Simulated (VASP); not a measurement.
# YAl2N3 (I-4m2) in VASP: single point with PBE

Aim: the single point of YAl2N3 with PBE.

Program: VASP 6.6.1. These are calculated values, not measurements. Logs are shortened: lines on timing, memory, paths and dates and some standing lists are left out, and cuts for length are marked.

## (1) The cell of the first run

It takes space group I-4m2 (No. 119, tetragonal). The conventional cell has a = 3.433 Å, b = 3.433 Å, c = 14.566 Å, α = 90.00°, β = 90.00°, γ = 90.00°. Within 2.8 Å of Y (site symmetry -4m2) lie 4 N at 2.10 Å. Within 2.8 Å of Al (site symmetry 2mm) lie 4 N at 2.10 Å. N (site symmetry 2mm) has 2 Y at 2.10 Å and 2 Al at 2.10 Å within 2.8 Å. Within 2.8 Å of N (site symmetry -4m2) lie 4 Al at 2.10 Å.

## (2) Single point, PBE

INCAR

```
SYSTEM = YAl2N3
ALGO = Normal
EDIFF = 1E-7
ENCUT = 520
GGA = PE
ISIF = 2
ISMEAR = 0
LASPH = .True.
LCHARG = .False.
LREAL = .False.
LWAVE = .False.
NBANDS = 25
NELM = 80
PREC = Accurate
SIGMA = 0.1
```

KPOINTS

```
k-points
0
Gamma
  8 8 8
  0 0 0
```

POSCAR

```
YAl2N3
1.0
   -1.7166108300      1.7166108300      7.2829629500
    1.7166108300     -1.7166108300      7.2829629500
    1.7166108300      1.7166108300     -7.2829629500
Y Al N
1 2 3
Direct
    0.0000000000      0.0000000000      0.0000000000
    0.6666666700      0.6666666700      0.0000000000
    0.3333333300      0.3333333300      0.0000000000
    0.0833333300      0.5833333300      0.5000000000
    0.4166666700      0.9166666700      0.5000000000
    0.7500000000      0.2500000000      0.5000000000
```

Potentials or basis: VASP PAW PBE potentials, release 64 (Y_sv, Al, N).

On the command line:

```bash
> cat potpaw_PBE.64/Y_sv/POTCAR potpaw_PBE.64/Al/POTCAR potpaw_PBE.64/N/POTCAR > POTCAR
> mpirun -np 1 vasp_std > vasp.out
```

OUTCAR:

```text
SYSTEM = YAl2N3
   EDIFF = 1E-7
   ENCUT = 520
   GGA = PE
   ISIF = 2
   ISMEAR = 0
   LASPH = .True.
   LREAL = .False.
   NELM = 80
   PREC = Accurate

 ion  position               nearest neighbor table
   1  0.000  0.000  0.000-   4 2.10   5 2.10   4 2.10   5 2.10   3 3.43   2 3.43   2 3.43   2 3.43
                             3 3.43   3 3.43   2 3.43   3 3.43
   2  0.667  0.667  0.000-   6 2.10   6 2.10   4 2.10   4 2.10   1 3.43   1 3.43   1 3.43   1 3.43

   3  0.333  0.333  0.000-   6 2.10   6 2.10   5 2.10   5 2.10   1 3.43   1 3.43   1 3.43   1 3.43

   4  0.083  0.583  0.500-   1 2.10   1 2.10   2 2.10   2 2.10
   5  0.417  0.917  0.500-   1 2.10   1 2.10   3 2.10   3 2.10
   6  0.750  0.250  0.500-   3 2.10   2 2.10   3 2.10   2 2.10

  LATTYP: Found a body centered tetragonal cell.
 ALAT       =     3.4332216600
 C/A-ratio  =     4.2426406864

  Lattice vectors:

 A1 = (  -1.7166108300,   1.7166108300,   7.2829629500)
 A2 = (   1.7166108300,  -1.7166108300,   7.2829629500)
 A3 = (   1.7166108300,   1.7166108300,  -7.2829629500)

Analysis of symmetry for initial positions (statically):
=====================================================================
 Subroutine PRICEL returns:
 Original cell was already a primitive cell.

 Routine SETGRP: Setting up the symmetry group for a
 body centered tetragonal supercell.

 Subroutine GETGRP returns: Found  8 space group operations
 (whereof  8 operations were pure point group operations)
 out of a pool of 16 trial point group operations.

The static configuration has the point symmetry D_2d.

Analysis of symmetry for dynamics (positions and initial velocities):
=====================================================================
 Subroutine PRICEL returns:
 Original cell was already a primitive cell.

 Routine SETGRP: Setting up the symmetry group for a
 body centered tetragonal supercell.

 Subroutine GETGRP returns: Found  8 space group operations
 (whereof  8 operations were pure point group operations)
 out of a pool of 16 trial point group operations.

The dynamic configuration has the point symmetry D_2d.

 Subroutine INISYM returns: Found  8 space group operations
 (whereof  8 operations are pure point group operations),
 and found     1 'primitive' translations

----------------------------------------------------------------------------------------

                                     Primitive cell

  volume of cell :      85.8444

  direct lattice vectors                    reciprocal lattice vectors
    -1.716610830  1.716610830  7.282962950     0.000000000  0.291271610  0.068653377
     1.716610830 -1.716610830  7.282962950     0.291271610  0.000000000  0.068653377
     1.716610830  1.716610830 -7.282962950     0.291271610  0.291271610  0.000000000

  length of vectors
     7.676917012  7.676917012  7.676917012     0.299253132  0.299253132  0.411920261

  position of ions in fractional coordinates (direct lattice)
     0.000000000  0.000000000  0.000000000
     0.666666670  0.666666670  0.000000000
     0.333333330  0.333333330  0.000000000
     0.083333330  0.583333330  0.500000000
     0.416666670  0.916666670  0.500000000
     0.750000000  0.250000000  0.500000000

  ion indices of the primitive-cell ions
   primitive index   ion index
                 1           1
                 2           2
                 3           3
                 4           4
                 5           5
                 6           6

----------------------------------------------------------------------------------------

 KPOINTS: k-points

Automatic generation of k-mesh.
 Grid dimensions read from file:
 generate k-points for:    8    8    8

 Generating k-lattice:

  Cartesian coordinates                     Fractional coordinates (reciprocal lattice)
     0.000000000  0.036408951  0.008581672     0.125000000  0.000000000  0.000000000
     0.036408951  0.000000000  0.008581672     0.000000000  0.125000000  0.000000000
     0.036408951  0.036408951  0.000000000     0.000000000  0.000000000  0.125000000

  Length of vectors
     0.037406641  0.037406641  0.051490033

  Shift w.r.t. Gamma in fractional coordinates (k-lattice)
     0.000000000  0.000000000  0.000000000

 Subroutine IBZKPT returns following result:
 ===========================================

 Found     59 irreducible k-points:

 Following reciprocal coordinates:
            Coordinates               Weight
  0.000000  0.000000  0.000000      1.000000
  0.125000  0.000000  0.000000      8.000000
  0.250000  0.000000  0.000000      8.000000
  0.375000  0.000000  0.000000      8.000000
  0.500000  0.000000  0.000000      4.000000
  0.125000  0.125000  0.000000      8.000000
[... 16 lines left out ...]
  0.250000  0.125000  0.125000     16.000000
  0.375000  0.125000  0.125000      8.000000
 [... further k-points ...]
   k-points           NKPTS =     59   k-points in BZ     NKDIM =     59   number of bands    NBANDS=     25
   number of dos      NEDOS =    301   number of ions     NIONS =      6
   total plane-waves  NPLWV = 216000
   dimension x,y,z NGX =    60 NGY =   60 NGZ =   60
   dimension x,y,z NGXF=   120 NGYF=  120 NGZF=  120
   ions per type =               1   2   3
   NGX,Y,Z   is equivalent  to a cutoff of  12.99, 12.99, 12.99 a.u.
   NGXF,Y,Z  is equivalent  to a cutoff of  25.99, 25.99, 25.99 a.u.
 SYSTEM =  YAl2N3
   PREC   = accura    normal or accurate (medium, high low for compatibility)
   ISTART =      0    job   : 0-new  1-cont  2-samecut
   ICHARG =      2    charge: 1-file 2-atom 10-const
   ISPIN  =      1    spin polarized calculation?
   LNONCOLLINEAR =      F non collinear calculations
   LSORBIT =      F    spin-orbit coupling
   LASPH  =      T    aspherical Exc in radial PAW
   ENCUT  =  520.0 eV  38.22 Ry    6.18 a.u.  14.27 14.27 14.27*2*pi/ulx,y,z
   NELM   =     80;   NELMIN=  2; NELMDL= -5     # of ELM steps
   EDIFF  = 0.1E-06   stopping-criterion for ELM
   LREAL  =      F    real-space projection
   EDIFFG = 0.1E-05   stopping-criterion for IOM
   NSW    =      0    number of steps for IOM
   IBRION =     -1    ionic relax: 0-MD 1-quasi-New 2-CG
   NFREE  =      0    steps in history (QN), initial steepest desc. (CG)
   ISIF   =      2    stress and relaxation
   ISYM   =      2    0-nonsym 1-usesym 2-fastsym
   POTIM  = 0.5000    time-step for ionic-motion
   TEBEG  =    0.0;   TEEND  =   0.0 temperature during run
   PSTRESS=    0.0 pullay stress
   NELECT =      32.0000    total number of electrons
   NUPDOWN=      -1.0000    fix difference up-down
   EMIN   =  10.00;   EMAX   =-10.00  energy-range for DOS
   EFERMI =   0.00;   METHOD = LEGACY
   ISMEAR =     0;   SIGMA  =   0.10  broadening in eV -4-tet -1-fermi 0-gaus
   EFERMI_NEDOS =   21; number of points for ismear=-14 and -15
   IALGO  =     38    algorithm
   IMIX   =      4    mixing-type and parameters
     AMIX     =   0.40;   BMIX     =  1.00
     AMIX_MAG =   1.60;   BMIX_MAG =  1.00
  volume/ion in A,a.u.               =      14.31        96.55
  Fermi-wavevector in a.u.,A,eV,Ry     =   1.178205  2.226485 18.887162  1.388167
  Thomas-Fermi vector in A             =   2.314538
   LORBIT       =      0    0 simple, 1 ext, 2 COOP (PROOUT), +10 PAW based schemes
   GGA     = PE    functional components
   LHFCALC =     F    Hartree Fock is set to
   AEXX    =    0.0000 exact exchange contribution
   IVDW    =     0    specifies the selected vdW correction
   LEPSILON=     F    determine dielectric tensor
   LRPA    =     F    only Hartree local field effects (RPA)
 non-spin polarized calculation
 Gauss-broadening in eV      SIGMA  =   0.10
  energy-cutoff  :      520.00
  volume of cell :       85.84
 maximum number of plane-waves:      2344
 NGX is ok and might be reduce to    60
   NGX = 29   NGY = 29   NGZ = 29

 number of electron      31.9999998 magnetization

 Free energy of the ion-electron system (eV)
  ---------------------------------------------------
  ext. energy  EPLUGINS =         0.00000000
  ---------------------------------------------------
  free energy    TOTEN  =       -44.65940254 eV

  energy without entropy =      -44.65940254  energy(sigma->0) =      -44.65940254

 E-fermi :   4.1254     XC(G=0): -10.0934

 val. band max:        3.7071356858   @ k =   0.5000   0.5000   0.0000
 cond. band min:       5.2193069127   @ k =   0.0000   0.0000   0.0000
 fundamental gap:      1.5121712269
 Fermi energy:         4.1254284030

 k-point     1 :       0.0000    0.0000    0.0000
  band No.  band energies     occupation
      1     -35.5563      2.00000
      2     -16.2502      2.00000
      3     -15.6556      2.00000
      4     -15.6556      2.00000
      5      -9.7842      2.00000
      6      -8.5346      2.00000
[... 17 lines left out ...]
     24      13.0628      0.00000
     25      13.0628      0.00000

 k-point     2 :       0.1250    0.0000    0.0000
  band No.  band energies     occupation
      1     -35.5482      2.00000
      2     -16.2386      2.00000
      3     -15.7883      2.00000
      4     -15.6471      2.00000
      5      -9.6635      2.00000
      6      -8.4847      2.00000
[... 17 lines left out ...]
     24      12.9223      0.00000
     25      12.9465      0.00000

 k-point     3 :       0.2500    0.0000    0.0000
  band No.  band energies     occupation
      1     -35.5286      2.00000
      2     -16.2843      2.00000
      3     -16.0091      2.00000
      4     -15.6265      2.00000
      5      -9.3639      2.00000
      6      -8.3657      2.00000
[... 552 lines left out ...]
 k-point    23 :       0.2500    0.1250    0.1250
  band No.  band energies     occupation
      1     -35.4818      2.00000
      2     -16.4550      2.00000
      3     -16.1686      2.00000
      4     -15.8367      2.00000
      5      -8.7951      2.00000
      6      -7.9556      2.00000
[... 17 lines left out ...]
     24      12.3415      0.00000
     25      12.7079      0.00000

 k-point    24 :       0.3750    0.1250    0.1250
  band No.  band energies     occupation
      1     -35.4737      2.00000
      2     -16.5612      2.00000
      3     -16.1559      2.00000
      4     -15.8208      2.00000
      5      -8.6838      2.00000
      6      -7.8524      2.00000
[... 17 lines left out ...]
     24      12.2891      0.00000
     25      12.6387      0.00000

 [... further k-points ...]

------------------------ aborting loop because EDIFF is reached ----------------------------------------

  FORCE on cell =-STRESS in cart. coord.  units (eV):
  Direction    XX          YY          ZZ          XY          YZ          ZX
  --------------------------------------------------------------------------------------
  -------------------------------------------------------------------------------------
  Total       -2.7982139     -2.7982139     -3.1253250      0.0000000      0.0000000      0.0000000
  in kB      -52.2251506    -52.2251506    -58.3302692      0.0000000      0.0000000      0.0000000
  external PRESSURE =     -54.2601902 kB  Pullay stress =       0.0000000 kB

 VOLUME and BASIS-vectors are now :
 -----------------------------------------------------------------------------
  energy-cutoff  :      520.00
  volume of cell :       85.84
      direct lattice vectors                 reciprocal lattice vectors
    -1.716610830  1.716610830  7.282962950     0.000000000  0.291271610  0.068653377
     1.716610830 -1.716610830  7.282962950     0.291271610  0.000000000  0.068653377
     1.716610830  1.716610830 -7.282962950     0.291271610  0.291271610  0.000000000

 POSITION                                       TOTAL-FORCE (eV/Angst)
 -----------------------------------------------------------------------------------
      0.00000      0.00000      0.00000         0.000000     -0.000000     -0.000000
      0.00000      0.00000      9.71062        -0.000000      0.000000      0.608161
      0.00000      0.00000      4.85531        -0.000000      0.000000     -0.608161
      1.71661      0.00000      1.21383         0.000000      0.000000      4.314213
      1.71661      0.00000      6.06914         0.000000     -0.000000     -4.314213
      0.00000      1.71661      3.64148         0.000000     -0.000000      0.000000
 -----------------------------------------------------------------------------------
    total drift:                                0.000000     -0.000000      0.000000

  FREE ENERGIE OF THE ION-ELECTRON SYSTEM (eV)
  ---------------------------------------------------
  free  energy   TOTEN  =       -44.6594025421 eV

  energy  without entropy=      -44.6594025421  energy(sigma->0) =      -44.65940254
```

It took 11 min on 1 thread of Intel Xeon Platinum 8488C (Sapphire Rapids), shared host; peak memory 0.59 GiB.

Results:

- Free energy: -44.6594 eV
- Pressure: -5.4 GPa
- Largest force: 4.314 eV/Å
- Band gap on the k mesh: 1.51 eV (least direct gap 2.05 eV)

Forces on the atoms (eV/Å):
```
Y    0.000  0.000  0.000
Al   0.000  0.000  0.608
Al   0.000  0.000 -0.608
N    0.000  0.000  4.314
N    0.000  0.000 -4.314
N    0.000  0.000  0.000
```

Caveat: the cell stands under tension; forces of over 1 eV/Å act on the atoms, so gaps and moduli don't describe the material at rest.
